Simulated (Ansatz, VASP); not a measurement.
**One calculation of AlN, two programs**

```
CELL_PARAMETERS angstrom
0.00000 2.00838 1.96900
2.00838 0.00000 1.96900
2.00838 2.00838 0.00000
ATOMIC_POSITIONS crystal
Al 0.00000 0.00000 0.00000
N 0.50000 0.50000 0.50000
```

Alike in both runs: task single point; functional LDA; k mesh 8 × 8 × 8; occupations fermi-dirac, width 0.02 eV; no spin polarisation.

|  | VASP | Ansatz |
| --- | --- | --- |
| version | VASP 6.6.1 | Ansatz 0.2.0 |
| potentials or method | VASP PAW LDA potentials, release 64 (Al, N), cutoff 520 eV | plane waves, PAW |
| valence electrons in the cell | 8 | 8 |

```tsv
	VASP	Ansatz	Ansatz less VASP
pressure (GPa)	5.3	4.6	-0.69
traceless stress, the component that is largest in VASP (GPa)	4.72	4.58	-0.142
```

LDA's correlation is that of Perdew and Zunger in VASP and of Perdew and Wang (1992) in Ansatz.
